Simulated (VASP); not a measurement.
# Cs (Im-3m) in VASP: a series of runs

The runs below take Cs through single point, relaxation of cell and atoms, with PBEsol.

All numbers are computed with VASP 6.6.1; they aren't measurements. Logs are shortened: lines on timing, memory, paths and dates and some standing lists are left out, and cuts for length are marked.

### Step 1. The cell of the first run

Symmetry: Im-3m, No. 229, cubic system. The conventional cell has a = 4.882 Å, b = 4.882 Å, c = 4.882 Å, α = 90.00°, β = 90.00°, γ = 90.00°. Within 5.5 Å of Cs (site symmetry m-3m) lie 14 Cs at 4.23 to 4.88 Å.

### Step 2. Single point, PBEsol

INCAR

```
PREC     = Accurate       # precision mode
ENCUT    = 520            # plane-wave cutoff, eV
EDIFF    = 1E-6           # SCF threshold, eV
ISMEAR   = -1             # smearing method
SIGMA    = 0.05           # smearing width, eV
LREAL    = False          # projectors in reciprocal space
LASPH    = True           # aspherical terms in the spheres
NELM     = 80             # most SCF steps
ALGO     = Normal         # electronic algorithm
ISIF     = 2              # what is computed and relaxed
LWAVE    = False          # write WAVECAR
LCHARG   = False          # write CHGCAR
GGA      = PS             # functional
NBANDS   = 10             # bands
```

KPOINTS

```
regular mesh
0
Gamma
  11 11 11
```

POSCAR

```
Cs
1.0
   -2.4409857976      2.4409857976      2.4409857976
    2.4409857976     -2.4409857976      2.4409857976
    2.4409857976      2.4409857976     -2.4409857976
Cs
1
Direct
    0.0000000000      0.0000000000      0.0000000000
```

Potentials or basis: VASP PAW PBE potentials, release 64 (Cs_sv).

Command:

```console
$ cat potpaw_PBE.64/Cs_sv/POTCAR > POTCAR
$ mpirun -np 1 vasp_std > vasp.out
```

OUTCAR:

```text
PREC = Accurate
   ENCUT = 520
   EDIFF = 1E-6
   ISMEAR = -1
   LREAL = False
   LASPH = True
   NELM = 80
   ISIF = 2
   GGA = PS

 ion  position               nearest neighbor table
   1  0.000  0.000  0.000-

  LATTYP: Found a body centered cubic cell.
 ALAT       =     4.8819715952

  Lattice vectors:

 A1 = (  -2.4409857976,   2.4409857976,   2.4409857976)
 A2 = (   2.4409857976,  -2.4409857976,   2.4409857976)
 A3 = (   2.4409857976,   2.4409857976,  -2.4409857976)

Analysis of symmetry for initial positions (statically):
=====================================================================
 Subroutine PRICEL returns:
 Original cell was already a primitive cell.

 Routine SETGRP: Setting up the symmetry group for a
 body centered cubic supercell.

 Subroutine GETGRP returns: Found 48 space group operations
 (whereof 48 operations were pure point group operations)
 out of a pool of 48 trial point group operations.

The static configuration has the point symmetry O_h .

Analysis of symmetry for dynamics (positions and initial velocities):
=====================================================================
 Subroutine PRICEL returns:
 Original cell was already a primitive cell.

 Routine SETGRP: Setting up the symmetry group for a
 body centered cubic supercell.

 Subroutine GETGRP returns: Found 48 space group operations
 (whereof 48 operations were pure point group operations)
 out of a pool of 48 trial point group operations.

The dynamic configuration has the point symmetry O_h .

 Subroutine INISYM returns: Found 48 space group operations
 (whereof 48 operations are pure point group operations),
 and found     1 'primitive' translations

----------------------------------------------------------------------------------------

                                     Primitive cell

  volume of cell :      58.1776

  direct lattice vectors                    reciprocal lattice vectors
    -2.440985798  2.440985798  2.440985798     0.000000000  0.204835276  0.204835276
     2.440985798 -2.440985798  2.440985798     0.204835276  0.000000000  0.204835276
     2.440985798  2.440985798 -2.440985798     0.204835276  0.204835276  0.000000000

  length of vectors
     4.227911422  4.227911422  4.227911422     0.289680826  0.289680826  0.289680826

  position of ions in fractional coordinates (direct lattice)
     0.000000000  0.000000000  0.000000000

  ion indices of the primitive-cell ions
   primitive index   ion index
                 1           1

----------------------------------------------------------------------------------------

 KPOINTS: regular mesh

Automatic generation of k-mesh.
 Grid dimensions read from file:
 generate k-points for:   11   11   11

 Generating k-lattice:

  Cartesian coordinates                     Fractional coordinates (reciprocal lattice)
     0.000000000  0.018621389  0.018621389     0.090909091  0.000000000  0.000000000
     0.018621389  0.000000000  0.018621389     0.000000000  0.090909091  0.000000000
     0.018621389  0.018621389  0.000000000     0.000000000  0.000000000  0.090909091

  Length of vectors
     0.026334621  0.026334621  0.026334621

  Shift w.r.t. Gamma in fractional coordinates (k-lattice)
     0.000000000  0.000000000  0.000000000

 Subroutine IBZKPT returns following result:
 ===========================================

 Found     56 irreducible k-points:

 Following reciprocal coordinates:
            Coordinates               Weight
  0.000000  0.000000  0.000000      1.000000
  0.090909  0.000000  0.000000     12.000000
  0.181818  0.000000  0.000000     12.000000
  0.272727  0.000000  0.000000     12.000000
  0.363636  0.000000  0.000000     12.000000
  0.454545  0.000000  0.000000     12.000000
[... 16 lines left out ...]
  0.272727  0.181818  0.090909     48.000000
  0.363636  0.181818  0.090909     24.000000
 [... further k-points ...]
   k-points           NKPTS =     56   k-points in BZ     NKDIM =     56   number of bands    NBANDS=     10
   number of dos      NEDOS =    301   number of ions     NIONS =      1
   total plane-waves  NPLWV =  32768
   dimension x,y,z NGX =    32 NGY =   32 NGZ =   32
   dimension x,y,z NGXF=    64 NGYF=   64 NGZF=   64
   ions per type =               1
   NGX,Y,Z   is equivalent  to a cutoff of  12.58, 12.58, 12.58 a.u.
   NGXF,Y,Z  is equivalent  to a cutoff of  25.17, 25.17, 25.17 a.u.
 SYSTEM =  unknown system
   PREC   = accura    normal or accurate (medium, high low for compatibility)
   ISTART =      0    job   : 0-new  1-cont  2-samecut
   ICHARG =      2    charge: 1-file 2-atom 10-const
   ISPIN  =      1    spin polarized calculation?
   LNONCOLLINEAR =      F non collinear calculations
   LSORBIT =      F    spin-orbit coupling
   LASPH  =      T    aspherical Exc in radial PAW
   ENCUT  =  520.0 eV  38.22 Ry    6.18 a.u.   7.86  7.86  7.86*2*pi/ulx,y,z
   NELM   =     80;   NELMIN=  2; NELMDL= -5     # of ELM steps
   EDIFF  = 0.1E-05   stopping-criterion for ELM
   LREAL  =      F    real-space projection
   EDIFFG = 0.1E-04   stopping-criterion for IOM
   NSW    =      0    number of steps for IOM
   IBRION =     -1    ionic relax: 0-MD 1-quasi-New 2-CG
   NFREE  =      0    steps in history (QN), initial steepest desc. (CG)
   ISIF   =      2    stress and relaxation
   ISYM   =      2    0-nonsym 1-usesym 2-fastsym
   POTIM  = 0.5000    time-step for ionic-motion
   TEBEG  =    0.0;   TEEND  =   0.0 temperature during run
   PSTRESS=    0.0 pullay stress
   NELECT =       9.0000    total number of electrons
   NUPDOWN=      -1.0000    fix difference up-down
   EMIN   =  10.00;   EMAX   =-10.00  energy-range for DOS
   EFERMI =   0.00;   METHOD = LEGACY
   ISMEAR =    -1;   SIGMA  =   0.05  broadening in eV -4-tet -1-fermi 0-gaus
   EFERMI_NEDOS =   21; number of points for ismear=-14 and -15
   IALGO  =     38    algorithm
   IMIX   =      4    mixing-type and parameters
     AMIX     =   0.40;   BMIX     =  1.00
     AMIX_MAG =   1.60;   BMIX_MAG =  1.00
  volume/ion in A,a.u.               =      58.18       392.60
  Fermi-wavevector in a.u.,A,eV,Ry     =   0.878828  1.660744 10.508299  0.772338
  Thomas-Fermi vector in A             =   1.998968
   LORBIT       =      0    0 simple, 1 ext, 2 COOP (PROOUT), +10 PAW based schemes
   GGA     = PS    functional components
   LHFCALC =     F    Hartree Fock is set to
   AEXX    =    0.0000 exact exchange contribution
   IVDW    =     0    specifies the selected vdW correction
   LEPSILON=     F    determine dielectric tensor
   LRPA    =     F    only Hartree local field effects (RPA)
 non-spin polarized calculation
  energy-cutoff  :      520.00
  volume of cell :       58.18
 maximum number of plane-waves:      1581
   NGX = 15   NGY = 15   NGZ = 15

 number of electron       9.0000000 magnetization

 Free energy of the ion-electron system (eV)
  ---------------------------------------------------
  ext. energy  EPLUGINS =         0.00000000
  ---------------------------------------------------
  free energy    TOTEN  =        -0.61612231 eV

  energy without entropy =       -0.60110589  energy(sigma->0) =       -0.60861410

 E-fermi :   2.6882     XC(G=0):  -7.6172

 val. band max:        2.6801483585   @ k =  -0.4545  -0.4545   0.0909
 cond. band min:       2.6896334817   @ k =  -0.3636   0.4545   0.0909
 fundamental gap:      0.0094851232
 Fermi energy:         2.6881625846

 k-point     1 :       0.0000    0.0000    0.0000
  band No.  band energies     occupation
      1     -21.0542      2.00000
      2      -7.3543      2.00000
      3      -7.3543      2.00000
      4      -7.3543      2.00000
      5       0.4919      2.00000
      6       5.5457      0.00000
      7       5.5457      0.00000
      8       5.5457      0.00000
      9       7.1061      0.00000
     10       7.1061      0.00000

 k-point     2 :       0.0909    0.0000    0.0000
  band No.  band energies     occupation
      1     -21.0442      2.00000
      2      -7.4549      2.00000
      3      -7.3814      2.00000
      4      -7.3558      2.00000
      5       0.6980      2.00000
      6       5.3542      0.00000
      7       5.4147      0.00000
      8       5.7455      0.00000
      9       6.7854      0.00000
     10       7.0521      0.00000

 k-point     3 :       0.1818    0.0000    0.0000
  band No.  band energies     occupation
      1     -21.0174      2.00000
      2      -7.7080      2.00000
      3      -7.4524      2.00000
      4      -7.3601      2.00000
      5       1.2328      2.00000
      6       4.9383      0.00000
      7       4.9409      0.00000
      8       6.3311      0.00000
      9       6.6989      0.00000
     10       6.9986      0.00000

 k-point     4 :       0.2727    0.0000    0.0000
  band No.  band energies     occupation
      1     -20.9819      2.00000
      2      -8.0101      2.00000
      3      -7.5425      2.00000
      4      -7.3658      2.00000
      5       1.8486      2.00000
      6       4.5247      0.00000
      7       4.5298      0.00000
      8       6.9864      0.00000
      9       7.0902      0.00000
     10       7.2645      0.00000
[... 222 lines left out ...]
 k-point    22 :       0.1818    0.1818    0.0909
  band No.  band energies     occupation
      1     -20.9461      2.00000
      2      -8.1940      2.00000
      3      -7.6380      2.00000
      4      -7.5087      2.00000
      5       2.8161      0.14376
      6       3.9923      0.00000
      7       4.1420      0.00000
      8       7.3250      0.00000
      9       7.7853      0.00000
     10       8.9149      0.00000

 k-point    23 :       0.2727    0.1818    0.0909
  band No.  band energies     occupation
      1     -20.9265      2.00000
      2      -8.2443      2.00000
      3      -7.7802      2.00000
      4      -7.5386      2.00000
      5       3.1285      0.00030
      6       3.9458      0.00000
      7       4.3479      0.00000
      8       7.5532      0.00000
      9       8.0187      0.00000
     10       9.2524      0.00000

 k-point    24 :       0.3636    0.1818    0.0909
  band No.  band energies     occupation
      1     -20.9192      2.00000
      2      -8.2497      2.00000
      3      -7.8485      2.00000
      4      -7.5476      2.00000
      5       3.1416      0.00023
      6       3.9384      0.00000
      7       4.6395      0.00000
      8       7.5831      0.00000
      9       8.1300      0.00000
     10       9.1404      0.00000

 [... further k-points ...]
[... 5 lines left out ...]
  --------------------------------------------------------------------------------------
  -------------------------------------------------------------------------------------
  Total        1.0521035      1.0521035      1.0521035      0.0000000      0.0000000      0.0000000
  in kB       28.9743244     28.9743244     28.9743244      0.0000000      0.0000000      0.0000000
  external PRESSURE =      28.9743244 kB  Pullay stress =       0.0000000 kB

 VOLUME and BASIS-vectors are now :
 -----------------------------------------------------------------------------
  energy-cutoff  :      520.00
  volume of cell :       58.18
      direct lattice vectors                 reciprocal lattice vectors
    -2.440985798  2.440985798  2.440985798     0.000000000  0.204835276  0.204835276
     2.440985798 -2.440985798  2.440985798     0.204835276  0.000000000  0.204835276
     2.440985798  2.440985798 -2.440985798     0.204835276  0.204835276  0.000000000

 POSITION                                       TOTAL-FORCE (eV/Angst)
 -----------------------------------------------------------------------------------
      0.00000      0.00000      0.00000         0.000000     -0.000000     -0.000000
 -----------------------------------------------------------------------------------
    total drift:                                0.000000      0.000000      0.000000

  FREE ENERGIE OF THE ION-ELECTRON SYSTEM (eV)
  ---------------------------------------------------
  free  energy   TOTEN  =        -0.6161223099 eV

  energy  without entropy=       -0.6011058943  energy(sigma->0) =       -0.60861410
```

Run time: 28 s. Hardware: 1 thread of AMD EPYC 7R13, shared host; peak memory 0.16 GiB.

Results:

- Free energy: -0.6161 eV
- Pressure: 2.9 GPa

Levels at points of the mesh, in eV from the Fermi level:
| k point | band 1 | band 2 | band 3 | band 4 | band 5 | band 6 | band 7 | band 8 | band 9 | band 10 |
| --- | --- | --- | --- | --- | --- | --- | --- | --- | --- | --- |
| (0.00, 0.00, 0.00) | -23.74 | -10.04 | -10.04 | -10.04 | -2.20 | 2.86 | 2.86 | 2.86 | 4.42 | 4.42 |

Caveat: the PAW data sets were made with another functional, which shifts forces and pressure a little; spin-orbit coupling is left out, which moves the levels of the heavy elements.

### Step 3. Single point, PBEsol

INCAR

```
SYSTEM = Cs
ALGO     = Normal         ! electronic algorithm
EDIFF    = 1E-6           ! SCF threshold, eV
ENCUT    = 520            ! plane-wave cutoff, eV
GGA      = PS             ! functional
ISIF     = 2              ! what is computed and relaxed
ISMEAR   = -1             ! smearing method
LASPH    = .True.         ! aspherical terms in the spheres
LCHARG   = .False.        ! write CHGCAR
LREAL    = .False.        ! projectors in reciprocal space
LWAVE    = .False.        ! write WAVECAR
NBANDS   = 10             ! bands
NELM     = 60             ! most SCF steps
PREC     = Accurate       ! precision mode
SIGMA    = 0.05           ! smearing width, eV
```

KPOINTS

```
k-points
0
Gamma
  11 11 11
  0 0 0
```

POSCAR is that of step 2.

Potentials or basis: VASP PAW PBE potentials, release 64 (Cs_sv).

Command:

```console
$ cat potpaw_PBE.64/Cs_sv/POTCAR > POTCAR
$ mpirun -np 1 vasp_std > vasp.out
```

Run time: 28 s. Hardware: 1 thread of AMD EPYC 7R13, shared host; peak memory 0.16 GiB.

The run converged. Its results:

```yaml
Free_energy: -0.6161 eV
Pressure: 2.9 GPa
```

Levels at points of the mesh, in eV from the Fermi level:
```csv
k point,band 3,band 4,band 5,band 6,band 7,band 8
"(0.00, 0.00, 0.00)",-10.04,-10.04,-2.20,2.86,2.86,2.86
```

Caveat: the PAW data sets were made with another functional, which shifts forces and pressure a little; spin-orbit coupling is left out, which moves the levels of the heavy elements.

### Step 4. Relaxation of cell and atoms, PBEsol, target pressure 2.9 GPa, at which the enthalpy is minimised

This run uses another cell than the first one, of 56.88 Å³/atom, 0.978 times its volume.

INCAR

```
PREC = Accurate
ENCUT = 600
EDIFF = 1E-6
ISMEAR = -1
SIGMA = 0.05
LREAL = False
LASPH = True
NELM = 60
ALGO = Normal
ISIF = 3
LWAVE = False
LCHARG = False
GGA = PS
IBRION = 2
NSW = 60
EDIFFG = -0.005
PSTRESS = 29.0
```

KPOINTS

```
Automatic mesh
0
Gamma
  11 11 11
```

POSCAR

```
Cs
1.0
   -2.4227114840      2.4227114840      2.4227114840
    2.4227114840     -2.4227114840      2.4227114840
    2.4227114840      2.4227114840     -2.4227114840
Cs
1
Direct
    0.0000000000      0.0000000000      0.0000000000
```

Command:

```console
$ cat potpaw_PBE.64/Cs_sv/POTCAR > POTCAR
$ mpirun -np 1 vasp_std > vasp.out
```

Run time: 93 s. Hardware: 1 thread of AMD EPYC 7R13, shared host; peak memory 0.2 GiB.

The run converged. Its results:

```yaml
Free_energy: -0.6161 eV
Relaxed_volume: 58.18 Å³/atom
Relaxed_cell: a = 4.228 Å, b = 4.228 Å, c = 4.228 Å, α = 109.47°, β = 109.47°, γ = 109.47°
Space_group_after_relaxing_to_0.05_Å: Im-3m (No. 229)
Energy_change_on_relaxing_the_enthalpy_is_what_falls: -24.2 meV/atom
Ionic_steps: 3
Pressure_after_relaxing: 2.9 GPa
```

Step by step:
```
step  energy change (eV)  largest force (eV/Å)  pressure (GPa)  volume (Å³)
   1              0.0000                0.0000            3.08        56.88
   2             -0.0101                0.0000            3.01        57.41
   3             -0.0242                0.0000            2.90        58.18
```

Final structure:
```xyz
1
Lattice="-2.4410 2.4410 2.4410 2.4410 -2.4410 2.4410 2.4410 2.4410 -2.4410" Properties=species:S:1:pos:R:3 pbc="T T T"
Cs    0.0000    0.0000    0.0000
```

Levels at points of the mesh, in eV from the Fermi level:
```csv
k point,band 2,band 3,band 4,band 5,band 6,band 7,band 8
"(0.00, 0.00, 0.00)",-10.04,-10.04,-10.04,-2.20,2.86,2.86,2.86
```

Caveat: the cell is relaxed towards a set pressure, so the enthalpy falls and the energy may rise; the PAW data sets were made with another functional, which shifts forces and pressure a little; spin-orbit coupling is left out, which moves the levels of the heavy elements.
